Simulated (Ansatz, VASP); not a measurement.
## Mg4H7F in VASP and in Ansatz

```
CELL_PARAMETERS angstrom
0.02354 4.50749 -3.01981
-0.02354 -4.50749 -3.01981
-4.50749 -0.02354 3.01981
ATOMIC_POSITIONS crystal
Mg 0.50000 0.50521 0.00521
Mg 0.00000 0.99815 0.99815
Mg 0.24782 0.74502 0.49720
Mg 0.75218 0.24938 0.49720
F 0.50000 0.19729 0.69729
H 0.00000 0.69441 0.69441
H 0.55413 0.75075 0.80561
H 0.05486 0.25148 0.80561
H 0.50000 0.80353 0.30353
H 0.00000 0.30254 0.30254
H 0.94514 0.75075 0.19662
H 0.44587 0.25148 0.19662
```

Alike in both runs: functional PBEsol; k mesh 6 × 6 × 6; occupations gaussian, width 0.02 eV; no spin polarisation.

Ansatz relaxed the structure, and its values are those at the end. VASP's run is a single point on that final structure, the one shown.

|  | VASP | Ansatz |
| --- | --- | --- |
| version | VASP 6.6.1 | Ansatz 0.2.0 |
| potentials or method | VASP PAW PBE potentials, release 64 (Mg, F, H), cutoff 520 eV | scalar-relativistic, plane waves, PAW |
| valence electrons in the cell | 22 | 54 |

VASP gave:

```
gap on the k mesh at the Fermi level (eV) : 3.83
least direct gap on the mesh (eV)         : 4.02
pressure (GPa)                            : -0.3
rms of the force components (eV/Å)        : 0.004
```

Q: Which values does Ansatz return?

A: gap on the k mesh at the Fermi level (eV): 3.83; least direct gap on the mesh (eV): 4.02; pressure (GPa): 0.0; rms of the force components (eV/Å): 0.001.

VASP's potentials were made for PBE, not for PBEsol. With one functional, cell and mesh, what is left measures potentials, basis and numerics. VASP's potentials hold 22 valence electrons a cell and Ansatz's 54, so a difference there can come from the potentials and not from the codes.
